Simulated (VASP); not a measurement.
# Cd9S8 (a cell with a defect) in VASP: single point with PBEsol

Aim: the single point of Cd9S8 (a cell with a defect) with PBEsol.

All numbers are computed with VASP 6.6.1; they aren't measurements. Logs are shortened: lines on timing, memory, paths and dates and some standing lists are left out, and cuts for length are marked.

## (1) The cell of the first run

The cell holds a defect, 17 atoms: a = 8.236 Å, b = 8.236 Å, c = 8.236 Å, α = 60.00°, β = 60.00°, γ = 60.00°.

## (2) Single point, PBEsol

INCAR reads:

```
SYSTEM = Cd9S8
PREC = Accurate
ENCUT = 520
EDIFF = 1E-7
ISMEAR = 0
SIGMA = 0.02
LREAL = Auto
LASPH = .TRUE.
NELM = 60
ALGO = Normal
ISIF = 2
LWAVE = .FALSE.
LCHARG = .FALSE.
GGA = PS
NBANDS = 92
```

KPOINTS reads:

```
regular mesh
0
G
  2 2 2
  0 0 0
```

POSCAR reads:

```
Cd9S8
1.0
    0.0000000000      5.8238935687     -5.8238935687
    5.8238935687      5.8238935687      0.0000000000
    5.8238935687      0.0000000000     -5.8238935687
Cd S
9 8
Direct
    0.5022604664      0.5023045949     -0.0279975068
    0.4894492776     -0.0122123626      0.0113697991
    0.9877875398      0.4894494493      0.0113933229
    0.9962284564     -0.0037398520     -0.0073111741
    0.5023044232      0.5022604664      0.5234327283
    0.4713678174      0.0641189602      0.4822321986
    1.0641191201      0.4713677315      0.4822808774
    0.9962599645     -0.0037715318      0.5148224233
    0.6701570786      0.6701570786      0.5798429281
    0.4177335096      0.4177333379      0.3322666318
    0.3659571513      0.8922966120      0.3789555001
    0.8923281201      0.3659237544      0.3789803117
    0.8883839375      0.8883839375      0.3616158975
    0.3580017346      0.3580017346      0.8919984438
    0.3659238403      0.8923282060      0.8627677413
    0.8922966979      0.3659572372      0.8627906641
    0.8638636576      0.8638636576      0.8861362144
```

Potentials or basis: VASP PAW PBE potentials, release 64 (Cd, S).

Run with:

```
cat potpaw_PBE.64/Cd/POTCAR potpaw_PBE.64/S/POTCAR > POTCAR
mpirun -np 1 vasp_std > vasp.out
```

OUTCAR:

```text
SYSTEM = Cd9S8
   PREC = Accurate
   ENCUT = 520
   EDIFF = 1E-7
   ISMEAR = 0
   LREAL = Auto
   LASPH = .TRUE.
   NELM = 60
   ISIF = 2
   GGA = PS

 ion  position               nearest neighbor table
   1  0.502  0.502  0.972-  10 2.48  14 2.50  15 2.63  16 2.63   9 2.69   5 3.69
   2  0.489  0.988  0.011-  11 2.48  15 2.48  14 2.49  17 2.52
   3  0.988  0.489  0.011-  16 2.48  12 2.48  14 2.49  17 2.52
   4  0.996  0.996  0.993-  15 2.49  16 2.49  13 2.49  17 2.50
   5  0.502  0.502  0.523-  10 2.48  14 2.50  12 2.63  11 2.63   9 2.69   1 3.69
   6  0.471  0.064  0.482-  10 2.42  11 2.58  15 2.58   9 2.69  13 2.82   7 3.35
   7  0.064  0.471  0.482-  10 2.42  16 2.58  12 2.58   9 2.69  13 2.82   6 3.35
   8  0.996  0.996  0.515-  12 2.49  11 2.49  13 2.49  17 2.50
   9  0.670  0.670  0.580-  13 2.54   5 2.69   1 2.69   6 2.69   7 2.69  16 2.98  11 2.98  15 2.98
                            12 2.98
  10  0.418  0.418  0.332-   7 2.42   6 2.42   1 2.48   5 2.48
  11  0.366  0.892  0.379-   2 2.48   8 2.49   6 2.58   5 2.63   9 2.98
  12  0.892  0.366  0.379-   3 2.48   8 2.49   7 2.58   5 2.63   9 2.98
  13  0.888  0.888  0.362-   4 2.49   8 2.49   9 2.54   6 2.82   7 2.82
  14  0.358  0.358  0.892-   2 2.49   3 2.49   1 2.50   5 2.50
  15  0.366  0.892  0.863-   2 2.48   4 2.49   6 2.58   1 2.63   9 2.98
  16  0.892  0.366  0.863-   3 2.48   4 2.49   7 2.58   1 2.63   9 2.98
  17  0.864  0.864  0.886-   8 2.50   4 2.50   3 2.52   2 2.52

  LATTYP: Found a face centered cubic cell.
 ALAT       =    11.6477871374

  Lattice vectors:

 A1 = (   0.0000000000,   5.8238935687,  -5.8238935687)
 A2 = (   5.8238935687,   5.8238935687,   0.0000000000)
 A3 = (   5.8238935687,   0.0000000000,  -5.8238935687)

Analysis of symmetry for initial positions (statically):
=====================================================================
 Subroutine PRICEL returns:
 Original cell was already a primitive cell.

 Routine SETGRP: Setting up the symmetry group for a
 face centered cubic supercell.

 Subroutine GETGRP returns: Found  2 space group operations
 (whereof  1 operations were pure point group operations)
 out of a pool of 48 trial point group operations.

The static configuration has the point symmetry C_1 .
 The point group associated with its full space group is C_2 .

Analysis of symmetry for dynamics (positions and initial velocities):
=====================================================================
 Subroutine PRICEL returns:
 Original cell was already a primitive cell.

 Routine SETGRP: Setting up the symmetry group for a
 face centered cubic supercell.

 Subroutine GETGRP returns: Found  2 space group operations
 (whereof  1 operations were pure point group operations)
 out of a pool of 48 trial point group operations.

The dynamic configuration has the point symmetry C_1 .
 The point group associated with its full space group is C_2 .

 Subroutine INISYM returns: Found  2 space group operations
 (whereof  1 operations are pure point group operations),
 and found     1 'primitive' translations

----------------------------------------------------------------------------------------

                                     Primitive cell

  volume of cell :     395.0666

  direct lattice vectors                    reciprocal lattice vectors
     0.000000000  5.823893569 -5.823893569    -0.085853217  0.085853217 -0.085853217
     5.823893569  5.823893569  0.000000000     0.085853217  0.085853217  0.085853217
     5.823893569  0.000000000 -5.823893569     0.085853217 -0.085853217 -0.085853217

  length of vectors
     8.236229271  8.236229271  8.236229271     0.148702134  0.148702134  0.148702134

  position of ions in fractional coordinates (direct lattice)
     0.502260466  0.502304595  0.972002493
     0.489449278  0.987787637  0.011369799
     0.987787540  0.489449449  0.011393323
     0.996228456  0.996260148  0.992688826
     0.502304423  0.502260466  0.523432728
     0.471367817  0.064118960  0.482232199
[... 9 lines left out ...]
     0.892296698  0.365957237  0.862790664
     0.863863658  0.863863658  0.886136214

  ion indices of the primitive-cell ions
   primitive index   ion index
                 1           1
                 2           2
                 3           3
                 4           4
                 5           5
                 6           6
[... 9 lines left out ...]
                16          16
                17          17

----------------------------------------------------------------------------------------

 KPOINTS: regular mesh

Automatic generation of k-mesh.
 Grid dimensions read from file:
 generate k-points for:    2    2    2

 Generating k-lattice:

  Cartesian coordinates                     Fractional coordinates (reciprocal lattice)
    -0.042926609  0.042926609 -0.042926609     0.500000000  0.000000000  0.000000000
     0.042926609  0.042926609  0.042926609     0.000000000  0.500000000  0.000000000
     0.042926609 -0.042926609 -0.042926609     0.000000000  0.000000000  0.500000000

  Length of vectors
     0.074351067  0.074351067  0.074351067

  Shift w.r.t. Gamma in fractional coordinates (k-lattice)
     0.000000000  0.000000000  0.000000000

 Subroutine IBZKPT returns following result:
 ===========================================

 Found      6 irreducible k-points:

 Following reciprocal coordinates:
            Coordinates               Weight
  0.000000  0.000000  0.000000      1.000000
  0.500000  0.000000  0.000000      2.000000
  0.000000  0.000000  0.500000      2.000000
  0.500000  0.500000  0.000000      1.000000
  0.000000  0.500000  0.500000      1.000000
  0.500000  0.000000  0.500000      1.000000
   k-points           NKPTS =      6   k-points in BZ     NKDIM =      6   number of bands    NBANDS=     92
   number of dos      NEDOS =    301   number of ions     NIONS =     17
   total plane-waves  NPLWV = 262144
   dimension x,y,z NGX =    64 NGY =   64 NGZ =   64
   dimension x,y,z NGXF=   128 NGYF=  128 NGZF=  128
   ions per type =               9   8
   NGX,Y,Z   is equivalent  to a cutoff of  12.92, 12.92, 12.92 a.u.
   NGXF,Y,Z  is equivalent  to a cutoff of  25.84, 25.84, 25.84 a.u.
 SYSTEM =  Cd9S8
   PREC   = accura    normal or accurate (medium, high low for compatibility)
   ISTART =      0    job   : 0-new  1-cont  2-samecut
   ICHARG =      2    charge: 1-file 2-atom 10-const
   ISPIN  =      1    spin polarized calculation?
   LNONCOLLINEAR =      F non collinear calculations
   LSORBIT =      F    spin-orbit coupling
   LASPH  =      T    aspherical Exc in radial PAW
   ENCUT  =  520.0 eV  38.22 Ry    6.18 a.u.  15.31 15.31 15.31*2*pi/ulx,y,z
   NELM   =     60;   NELMIN=  2; NELMDL= -5     # of ELM steps
   EDIFF  = 0.1E-06   stopping-criterion for ELM
   LREAL  =      T    real-space projection
   EDIFFG = 0.1E-05   stopping-criterion for IOM
   NSW    =      0    number of steps for IOM
   IBRION =     -1    ionic relax: 0-MD 1-quasi-New 2-CG
   NFREE  =      0    steps in history (QN), initial steepest desc. (CG)
   ISIF   =      2    stress and relaxation
   ISYM   =      2    0-nonsym 1-usesym 2-fastsym
   POTIM  = 0.5000    time-step for ionic-motion
   TEBEG  =    0.0;   TEEND  =   0.0 temperature during run
   PSTRESS=    0.0 pullay stress
   NELECT =     156.0000    total number of electrons
   NUPDOWN=      -1.0000    fix difference up-down
   EMIN   =  10.00;   EMAX   =-10.00  energy-range for DOS
   EFERMI =   0.00;   METHOD = LEGACY
   ISMEAR =     0;   SIGMA  =   0.02  broadening in eV -4-tet -1-fermi 0-gaus
   EFERMI_NEDOS =   21; number of points for ismear=-14 and -15
   IALGO  =     38    algorithm
   IMIX   =      4    mixing-type and parameters
     AMIX     =   0.40;   BMIX     =  1.00
     AMIX_MAG =   1.60;   BMIX_MAG =  1.00
  volume/ion in A,a.u.               =      23.24       156.83
  Fermi-wavevector in a.u.,A,eV,Ry     =   1.201046  2.269648 19.626557  1.442511
  Thomas-Fermi vector in A             =   2.336865
   LORBIT       =      0    0 simple, 1 ext, 2 COOP (PROOUT), +10 PAW based schemes
   GGA     = PS    functional components
   LHFCALC =     F    Hartree Fock is set to
   AEXX    =    0.0000 exact exchange contribution
   IVDW    =     0    specifies the selected vdW correction
   LEPSILON=     F    determine dielectric tensor
   LRPA    =     F    only Hartree local field effects (RPA)
 non-spin polarized calculation
 Gauss-broadening in eV      SIGMA  =   0.02
  energy-cutoff  :      520.00
  volume of cell :      395.07
 maximum number of plane-waves:     10777
 NGX is ok and might be reduce to    64
   NGX = 31   NGY = 31   NGZ = 31

 number of electron     155.9999993 magnetization

 Free energy of the ion-electron system (eV)
  ---------------------------------------------------
  ext. energy  EPLUGINS =         0.00000000
  ---------------------------------------------------
  free energy    TOTEN  =       -52.29557879 eV

  energy without entropy =      -52.29275784  energy(sigma->0) =      -52.29416832

 E-fermi :   3.7365     XC(G=0):  -9.7612

 val. band max:        3.7365216244   @ k =   0.0000   0.5000   0.5000
 cond. band min:       3.7365504913   @ k =   0.5000   0.0000   0.5000
 fundamental gap:      0.0000288669
 Fermi energy:         3.7365360578

 k-point     1 :       0.0000    0.0000    0.0000
  band No.  band energies     occupation
      1     -11.1852      2.00000
      2     -10.6812      2.00000
      3     -10.3657      2.00000
      4     -10.3469      2.00000
      5     -10.3313      2.00000
      6     -10.2598      2.00000
[... 82 lines left out ...]
     89       7.3901      0.00000
     90       7.4817      0.00000

 k-point     2 :       0.5000    0.0000    0.0000
  band No.  band energies     occupation
      1     -11.1224      2.00000
      2     -10.6053      2.00000
      3     -10.4810      2.00000
      4     -10.3270      2.00000
      5     -10.3102      2.00000
      6     -10.2827      2.00000
[... 361 lines left out ...]
     89       6.9356      0.00000
     90       7.0289      0.00000

 k-point     6 :       0.5000    0.0000    0.5000
  band No.  band energies     occupation
      1     -11.1060      2.00000
      2     -10.5394      2.00000
      3     -10.4484      2.00000
      4     -10.3808      2.00000
      5     -10.3606      2.00000
      6     -10.3466      2.00000
[... 82 lines left out ...]
     89       6.9357      0.00000
     90       7.0290      0.00000
 [bands above 90 left out]

------------------------ aborting loop because EDIFF is reached ----------------------------------------

  FORCE on cell =-STRESS in cart. coord.  units (eV):
  Direction    XX          YY          ZZ          XY          YZ          ZX
  --------------------------------------------------------------------------------------
  -------------------------------------------------------------------------------------
  Total       12.4176642     12.3193472     12.4171289      0.0000000      0.0000000      1.3900784
  in kB       50.3593607     49.9606399     50.3571900      0.0000000      0.0000000      5.6374095
  external PRESSURE =      50.2257302 kB  Pullay stress =       0.0000000 kB

 VOLUME and BASIS-vectors are now :
 -----------------------------------------------------------------------------
  energy-cutoff  :      520.00
  volume of cell :      395.07
      direct lattice vectors                 reciprocal lattice vectors
     0.000000000  5.823893569 -5.823893569    -0.085853217  0.085853217 -0.085853217
     5.823893569  5.823893569  0.000000000     0.085853217  0.085853217  0.085853217
     5.823893569  0.000000000 -5.823893569     0.085853217 -0.085853217 -0.085853217

 POSITION                                       TOTAL-FORCE (eV/Angst)
 -----------------------------------------------------------------------------------
      8.58621      5.85048     -8.58595         0.005319     -0.013630     -0.005306
      5.81899      8.60327     -2.91672        -0.004332     -0.010029     -0.004180
      2.91685      8.60327     -5.81912         0.004332     -0.010029      0.004180
     11.58343     11.60404    -11.58324        -0.001732     -0.008532      0.001712
      5.97353      5.85048     -5.97378        -0.005319     -0.013630      0.005306
      3.18189      3.11862     -5.55367         0.008437      0.008447      0.008057
[... 9 lines left out ...]
      7.15610      7.32794    -10.22144        -0.002117      0.001896      0.001008
     10.19181     10.06210    -10.19181         0.000000      0.003332      0.000000
 -----------------------------------------------------------------------------------
    total drift:                               -0.006823     -0.005738      0.006361

  FREE ENERGIE OF THE ION-ELECTRON SYSTEM (eV)
  ---------------------------------------------------
  free  energy   TOTEN  =       -52.2955787904 eV

  energy  without entropy=      -52.2927578440  energy(sigma->0) =      -52.29416832
```

It took 7.1 min on 1 thread of Intel Xeon Platinum 8488C (Sapphire Rapids), shared host; peak memory 0.61 GiB.

What came out:

```yaml
Free_energy: -52.2956 eV
Pressure: 5.0 GPa
Largest_force: 0.040 eV/Å
Band_gap_on_the_k_mesh: zero (bands 78 and 79 overlap by 0.28 eV)
```

Forces on the atoms (eV/Å):
```
Cd   0.005 -0.014 -0.005
Cd  -0.004 -0.010 -0.004
Cd   0.004 -0.010  0.004
Cd  -0.002 -0.009  0.002
Cd  -0.005 -0.014  0.005
Cd   0.008  0.008  0.008
Cd  -0.008  0.008 -0.008
Cd   0.002 -0.009 -0.002
Cd   0.000 -0.013  0.000
S    0.000  0.040  0.000
S    0.002  0.002 -0.001
S    0.001  0.002 -0.002
S    0.000  0.013  0.000
S    0.000 -0.005  0.000
S   -0.001  0.002  0.002
S   -0.002  0.002  0.001
S    0.000  0.003  0.000
```

Caveat: the k points lie up to 0.47 Å⁻¹ apart; the PAW data sets were made with another functional, which shifts forces and pressure a little.
